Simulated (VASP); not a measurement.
# Ba2Tl5V3O12 (P-42m) in VASP: a series of runs, part 2 of 2

VASP 6.6.1.

### Step 3. Single point, revPBE, collinear spin, ferromagnetic start

This run uses another cell than the first one, of 32.29 Å³/atom.

INCAR reads:

```
PREC = Accurate
ENCUT = 600
EDIFF = 1E-6
ISMEAR = -1
SIGMA = 0.05
LREAL = False
LASPH = True
NELM = 200
ALGO = Normal
ISIF = 2
LWAVE = False
LCHARG = True
ISPIN = 2
MAGMOM = 0 0 2 2 2 0 0 0 0 0 0 0 0 0 0 0 0 0 0 0 0 0
LORBIT = 11
LMAXMIX = 4
GGA = RE
LVHAR = True
NBANDS = 119
GGA_COMPAT = False
KPAR = 4
```

KPOINTS reads:

```
regular mesh
0
Gamma
  2 2 3
```

POSCAR reads:

```
Ba2Tl5V3O12
1.0
   10.3157647021      0.0000000000      0.0000000000
    0.0000000000     10.3157647021      0.0000000000
    0.0000000000      0.0000000000      6.6754228977
Ba V Tl O
2 3 5 12
Direct
    0.0000000000      0.5000000000      0.0000000000
    0.5000000000      0.0000000000      0.0000000000
    0.5000000000      0.5000000000      0.0000000000
    0.5000000000      0.0000000000      0.5000000000
    0.0000000000      0.5000000000      0.5000000000
    0.0000000000      0.0000000000      0.5000000000
    0.6757278940      0.3242721060      0.4524207889
    0.3242721060      0.6757278940      0.4524207889
    0.6757278940      0.6757278940      0.5475792111
    0.3242721060      0.3242721060      0.5475792111
    0.4021069006      0.5978930994      0.1473034260
    0.5978930994      0.4021069006      0.1473034260
    0.5978930994      0.5978930994      0.8526965740
    0.4021069006      0.4021069006      0.8526965740
    0.5958100955      0.0887020673      0.3360241976
    0.4041899045      0.0887020673      0.6639758024
    0.5958100955      0.9112979327      0.6639758024
    0.4041899045      0.9112979327      0.3360241976
    0.0887020673      0.5958100955      0.3360241976
    0.0887020673      0.4041899045      0.6639758024
    0.9112979327      0.5958100955      0.6639758024
    0.9112979327      0.4041899045      0.3360241976
```

Potentials or basis: VASP PAW PBE potentials, release 64 (Ba_sv, V_sv, Tl_d, O).

Started as:

```sh
cat potpaw_PBE.64/Ba_sv/POTCAR potpaw_PBE.64/V_sv/POTCAR potpaw_PBE.64/Tl_d/POTCAR potpaw_PBE.64/O/POTCAR > POTCAR
mpirun -np 4 vasp_std > vasp.out
```

OUTCAR:

```text
PREC = Accurate
   ENCUT = 600
   EDIFF = 1E-6
   ISMEAR = -1
   LREAL = False
   LASPH = True
   NELM = 200
   ISIF = 2
   ISPIN = 2
   LORBIT = 11
   GGA = RE

 ion  position               nearest neighbor table
   1  0.000  0.500  0.000-  19 2.62  20 2.62  21 2.62  22 2.62   5 3.34   5 3.34
   2  0.500  0.000  0.000-  15 2.62  16 2.62  17 2.62  18 2.62   4 3.34   4 3.34
   3  0.500  0.500  0.000-  11 1.73  12 1.73  13 1.73  14 1.73
   4  0.500  0.000  0.500-  15 1.74  16 1.74  17 1.74  18 1.74   2 3.34   2 3.34
   5  0.000  0.500  0.500-  19 1.74  20 1.74  21 1.74  22 1.74   1 3.34   1 3.34
   6  0.000  0.000  0.500-
   7  0.676  0.324  0.452-  12 2.33  15 2.68  22 2.68  10 3.68   9 3.68
   8  0.324  0.676  0.452-  11 2.33  18 2.68  19 2.68  10 3.68   9 3.68
   9  0.676  0.676  0.548-  13 2.33  17 2.68  21 2.68   8 3.68   7 3.68
[... 1629 lines left out ...]
      0.00000      5.15788      3.33771        -0.000000      0.000000      0.000000
      0.00000      0.00000      3.33771        -0.000000      0.000000      0.000000
[... 14 lines left out ...]
      9.40074      6.14624      4.43232        -0.120435      0.130307     -0.029435
      9.40074      4.16953      2.24310        -0.120435     -0.130307      0.029435
 -----------------------------------------------------------------------------------
    total drift:                               -0.000000     -0.000000     -0.000000

  FREE ENERGIE OF THE ION-ELECTRON SYSTEM (eV)
  ---------------------------------------------------
  free  energy   TOTEN  =      -136.6122721095 eV

  energy  without entropy=     -136.5998939608  energy(sigma->0) =     -136.60608304

 total charge

# of ion       s       p       d       tot
------------------------------------------
    1        1.993   5.634   0.293   7.920
    2        1.993   5.634   0.293   7.920
    3        2.389   6.420   3.211  12.019
    4        2.400   6.430   3.261  12.091
    5        2.400   6.430   3.261  12.091
    6        1.328   0.035   9.673  11.035
[... 14 lines left out ...]
   21        1.581   3.410   0.000   4.991
   22        1.581   3.410   0.000   4.991
--------------------------------------------------
tot         36.479  72.289  58.718 167.486

 magnetization (x)

# of ion       s       p       d       tot
------------------------------------------
    1       -0.000   0.000  -0.000   0.000
    2       -0.000   0.000  -0.000   0.000
    3       -0.000   0.000  -0.000  -0.000
    4       -0.000  -0.000  -0.000  -0.000
    5       -0.000  -0.000  -0.000  -0.000
    6       -0.000   0.000  -0.000   0.000
[... 14 lines left out ...]
   21        0.000   0.000   0.000   0.000
   22        0.000   0.000   0.000   0.000
--------------------------------------------------
tot          0.000   0.000  -0.000  -0.000
```

OSZICAR:

```text
N       E                     dE             d eps       ncg     rms          rms(c)
DAV:   1     0.186117613526E+04    0.18612E+04   -0.10743E+05  3160   0.164E+03
DAV:   2     0.435871235012E+02   -0.18176E+04   -0.17503E+04  3444   0.380E+02
DAV:   3    -0.174885169689E+03   -0.21847E+03   -0.21699E+03  3328   0.126E+02
[... 14 lines left out ...]
DAV:  18    -0.136611621488E+03   -0.14280E-02   -0.10892E-03  3232   0.106E-01    0.839E-02
DAV:  19    -0.136612307150E+03   -0.68566E-03   -0.12110E-03  2968   0.973E-02    0.589E-02
DAV:  20    -0.136612313868E+03   -0.67181E-05   -0.15138E-04  3152   0.419E-02    0.396E-02
DAV:  21    -0.136612282215E+03    0.31653E-04   -0.10723E-04  3116   0.321E-02    0.929E-03
DAV:  22    -0.136612272587E+03    0.96275E-05   -0.21913E-05  2600   0.144E-02    0.734E-03
DAV:  23    -0.136612272110E+03    0.47767E-06   -0.61431E-06  2584   0.944E-03
   1 F= -.13661227E+03 E0= -.13660608E+03  d E =-.123781E-01  mag=    -0.0001
```

Wall time 19 min (4 MPI ranks of Intel Xeon Platinum 8488C (Sapphire Rapids), shared host); peak memory 1.7 GiB.

Results:

| Quantity | Value |
| --- | --- |
| Free energy | -136.6123 eV |
| Pressure | 0.3 GPa |
| Largest force | 0.180 eV/Å |
| Band gap on the k mesh | 0.42 eV (least direct gap 0.49 eV) |
| Net moment | 0.00 μB per cell |
| Valence electrons inside the program's atomic spheres | Ba 7.92; V 12.02, 12.09 (each value once); Tl 11.04, 11.14 (each value once); O 4.98, 4.99 (each value once) |

Forces on the atoms (eV/Å):
```
Ba   0.000  0.000  0.000
Ba   0.000  0.000  0.000
V    0.000  0.000  0.000
V    0.000  0.000  0.000
V    0.000  0.000  0.000
Tl   0.000  0.000  0.000
Tl   0.007 -0.007  0.011
Tl  -0.007  0.007  0.011
Tl   0.007  0.007 -0.011
Tl  -0.007 -0.007 -0.011
O   -0.066  0.066  0.056
O    0.066 -0.066  0.056
O    0.066  0.066 -0.056
O   -0.066 -0.066 -0.056
O    0.130  0.120  0.029
O   -0.130  0.120 -0.029
O    0.130 -0.120 -0.029
O   -0.130 -0.120  0.029
O    0.120  0.130  0.029
O    0.120 -0.130 -0.029
O   -0.120  0.130 -0.029
O   -0.120 -0.130  0.029
```

Caveat: the PAW data sets were made with another functional, which shifts forces and pressure a little; spin-orbit coupling is left out, which moves the levels of the heavy elements; an odd mesh through Γ misses points on the zone boundary, where band edges can lie.
